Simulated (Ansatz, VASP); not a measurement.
Two plane-wave programs on ZnF3

```xyz
12
Lattice="3.8523 0.0000 0.0000 0.0000 6.3145 0.0000 0.0000 0.0000 7.7419" Properties=species:S:1:pos:R:3 pbc="T T T"
Zn    0.0000    0.0000    1.9448
Zn    0.0000    0.0000    5.7971
Zn    0.0000    3.1572    0.0000
F     1.9261    0.0000    2.0094
F     0.0000    0.0000    0.0000
F     0.0000    0.0000    3.8710
F     0.0000    4.3831    1.6140
F     0.0000    1.9313    1.6140
F     1.9261    0.0000    5.7325
F     0.0000    4.3831    6.1279
F     0.0000    1.9313    6.1279
F     1.9261    3.1572    0.0000
```

Alike in both runs: functional PBE; k mesh 6 × 4 × 2; occupations gaussian, width 0.1 eV; collinear spin.

Ansatz relaxed the structure, and its values are those at the end. VASP's run is a single point on that final structure, the one shown.

```csv
,VASP,Ansatz
version,VASP 6.6.1,Ansatz 0.2.0
potentials or method,"VASP PAW PBE potentials, release 64 (Zn, F), cutoff 520 eV","scalar-relativistic, plane waves, PAW"
valence electrons in the cell,99,99
```

```csv
,VASP,Ansatz,Ansatz less VASP
gap on the k mesh at the Fermi level (eV),none,none,-
pressure (GPa),0.9,0.2,-0.67
rms of the force components (eV/Å),0.028,0.002,-0.0265
net moment per atom (μB),0.07,0.06,-0.015
size of the moment on the site where the two differ most (μB),0.11,0.10,-0.017
```

Site moments also hang on the region over which each program counts them. A gap of «none» marks a metal or a gap that the smearing closes. Ansatz's warnings: seeded moment not kept.

The k mesh is coarse, so the values compare programs but aren't converged.
